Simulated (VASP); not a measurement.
Crystal: V.

```
V
1.0
     1.69373    0.97787    2.94862
    -1.69373    0.97787    2.94862
     0.00000   -1.95575    2.94862
V
2
Direct
  0.23364 0.23364 0.23364
  0.76636 0.76636 0.76636
```

| Item | Value |
| --- | --- |
| Program | VASP 6.6.1 |
| Task | relaxation of cell and atoms |
| Functional | PBE |
| Potentials or basis | VASP PAW PBE potentials, release 64 (V_sv) |
| Cutoff | 600 eV |
| k mesh | 6 × 6 × 6 |
| Occupations | gaussian, width 0.1 eV |
| Spin | no spin polarisation |

At the start: pressure 3.1 GPa; volume 14.65 Å³/atom.

Task: Where does the relaxation end?

Result: Over 27 steps the energy falls by 796.0 meV/atom and the volume is 13.88 Å³/atom (-5.3 %); space group R-3m (No. 166, to 0.1 Å) before and after.

The path:
| step | energy change (eV) | largest force (eV/Å) | pressure (GPa) | volume (Å³) |
| --- | --- | --- | --- | --- |
| 1 | 0.0000 | 3.0862 | 3.11 | 29.30 |
| 2 | -0.4689 | 0.1035 | -5.66 | 30.52 |
| 3 | -0.4701 | 0.0623 | -5.42 | 30.47 |
| 4 | -0.6592 | 0.9760 | 2.24 | 28.49 |
| 5 | -0.7426 | 2.1548 | 13.89 | 26.50 |
| 6 | -0.7794 | 2.2403 | 14.79 | 26.33 |
| 7 | -0.8750 | 2.4165 | 18.62 | 25.80 |
| 8 | -0.9347 | 2.8398 | 28.99 | 24.65 |
| 9 | -1.0843 | 2.3982 | 25.21 | 24.98 |
| 10 | -1.3423 | 1.7079 | 15.75 | 25.90 |
| 11 | -1.4783 | 1.3936 | 3.99 | 27.49 |
| 12 | -1.4843 | 1.3060 | 2.15 | 27.74 |
| 13 | -1.4878 | 1.2934 | 0.89 | 27.93 |
| 14 | -1.4925 | 1.2269 | -2.20 | 28.28 |
| 15 | -1.4907 | 1.2724 | -0.05 | 28.05 |
| 16 | -1.5237 | 1.0584 | -0.16 | 27.97 |
| 17 | -1.5842 | 0.3890 | 0.14 | 27.73 |
| 18 | -1.5383 | 0.8768 | 4.56 | 27.21 |
| 19 | -1.5897 | 0.0656 | 1.27 | 27.56 |
| 20 | -1.5906 | 0.0419 | 0.96 | 27.60 |
| 21 | -1.5906 | 0.0687 | 0.96 | 27.61 |
| 22 | -1.5913 | 0.0547 | -0.04 | 27.76 |
| 23 | -1.5913 | 0.0493 | -0.43 | 27.81 |
| 24 | -1.5913 | 0.0517 | -0.22 | 27.79 |
| 25 | -1.5913 | 0.0509 | -0.30 | 27.79 |
| 26 | -1.5916 | 0.0269 | -0.24 | 27.78 |
| 27 | -1.5919 | 0.0397 | 0.02 | 27.76 |

Final structure:
```
CELL_PARAMETERS angstrom
1.36428 0.78767 4.30527
-1.36428 0.78767 4.30527
0.00000 -1.57533 4.30527
ATOMIC_POSITIONS crystal
V 0.24985 0.24985 0.24985
V 0.75015 0.75015 0.75015
```

Caveat: the k points lie up to 0.45 Å⁻¹ apart in the final cell, too coarse for converged energies and pressures of a metal; a cell axis changed by over 15 % at a fixed basis, so the end point is rough.
